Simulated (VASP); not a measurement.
Be:

```
CELL_PARAMETERS angstrom
0.00000 1.77176 1.77176
1.77176 0.00000 1.77176
1.77176 1.77176 0.00000
ATOMIC_POSITIONS crystal
Be 0.00000 0.00000 0.00000
```

This isn't the form of Be at room conditions, which is hcp.

| Property | Result |
| --- | --- |
| Program | VASP 6.6.1 |
| Task | relaxation of cell and atoms |
| Functional | PBE |
| Potentials or basis | VASP PAW PBE potentials, release 64 (Be) |
| Cutoff | 600 eV |
| k mesh | 20 × 20 × 20 |
| Occupations | fermi-dirac, width 0.08 eV |
| Spin | no spin polarisation |

At the start: pressure -22.9 GPa; volume 11.12 Å³/atom.

Task: How do energy, volume and symmetry change on relaxing?

Result: Over 17 steps the energy falls by 296.3 meV/atom and the volume is 7.88 Å³/atom (-29.2 %); space group Fm-3m (No. 225, to 0.1 Å) before and after.

Step by step:
| step | energy change (eV) | largest force (eV/Å) | pressure (GPa) | volume (Å³) |
| --- | --- | --- | --- | --- |
| 1 | 0.0000 | 0.0000 | -22.86 | 11.12 |
| 2 | -0.2653 | 0.0000 | -10.44 | 8.76 |
| 3 | -0.2954 | 0.0000 | -2.01 | 8.02 |
| 4 | -0.2963 | 0.0000 | 0.22 | 7.87 |
| 5 | -0.2962 | 0.0000 | -0.65 | 7.92 |
| 6 | -0.2962 | 0.0000 | -0.64 | 7.92 |
| 7 | -0.2962 | 0.0000 | -0.60 | 7.92 |
| 8 | -0.2962 | 0.0000 | -0.60 | 7.92 |
| 9 | -0.2962 | 0.0000 | -0.60 | 7.92 |
| 10 | -0.2962 | 0.0000 | -0.60 | 7.92 |
| 11 | -0.2962 | 0.0000 | -0.59 | 7.92 |
| 12 | -0.2962 | 0.0000 | -0.58 | 7.92 |
| 13 | -0.2962 | 0.0000 | -0.56 | 7.92 |
| 14 | -0.2962 | 0.0000 | -0.52 | 7.92 |
| 15 | -0.2962 | 0.0000 | -0.44 | 7.91 |
| 16 | -0.2963 | 0.0000 | -0.28 | 7.90 |
| 17 | -0.2963 | 0.0000 | 0.05 | 7.88 |

Final structure:
```yaml
crystal:
  lattice:
    - [0.00000, 1.57922, 1.57922]
    - [1.57922, 0.00000, 1.57922]
    - [1.57922, 1.57922, 0.00000]
  atoms:
    - { symbol: Be, position: [0.00000, 0.00000, 0.00000] }
```

Caveat: the volume moved by over 15 % at a fixed basis, so the end points are rough.
